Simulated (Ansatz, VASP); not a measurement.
## B2O3 in VASP and in Ansatz

```
B O
1.0
     5.84984    0.00856    0.09581
     0.00856    5.71940    0.02364
     0.09581    0.02364    5.56095
B O
6 9
Direct
  0.42677 0.37715 0.43055
  0.15941 0.62107 0.36648
  0.86766 0.77403 0.45545
  0.58470 0.07828 0.68903
  0.90603 0.42456 0.11502
  0.54366 0.14797 0.10817
  0.38910 0.19549 0.25435
  0.72923 0.32998 0.16576
  0.45636 0.25943 0.64428
  0.91345 0.55730 0.51681
  0.02599 0.82003 0.24541
  0.13859 0.45754 0.07376
  0.42579 0.61627 0.37405
  0.52745 0.97246 0.94710
  0.76465 0.99098 0.55567
```

Alike in both runs: task single point; functional PBE; k mesh 3 × 4 × 4; occupations fermi-dirac, width 0.2111 eV; no spin polarisation.

|  | VASP | Ansatz |
| --- | --- | --- |
| version | VASP 6.6.1 | Ansatz 0.2.0 |
| potentials or method | VASP PAW PBE potentials, release 64 (B, O), cutoff 520 eV | scalar-relativistic, plane waves, PAW |
| valence electrons in the cell | 72 | 72 |

Ansatz gave:

```
gap on the k mesh at the Fermi level (eV) : 3.12
least direct gap on the mesh (eV)         : 3.12
rms of the force components (eV/Å)        : 3.160
```

Q: What did VASP give for the same quantities?

A: gap on the k mesh at the Fermi level (eV): 3.11; least direct gap on the mesh (eV): 3.11; rms of the force components (eV/Å): 3.146.

Atom by atom the forces differ by 0.048 eV/Å (rms over components). The functional is the same, so the differences come from potentials, cutoffs and numerics.
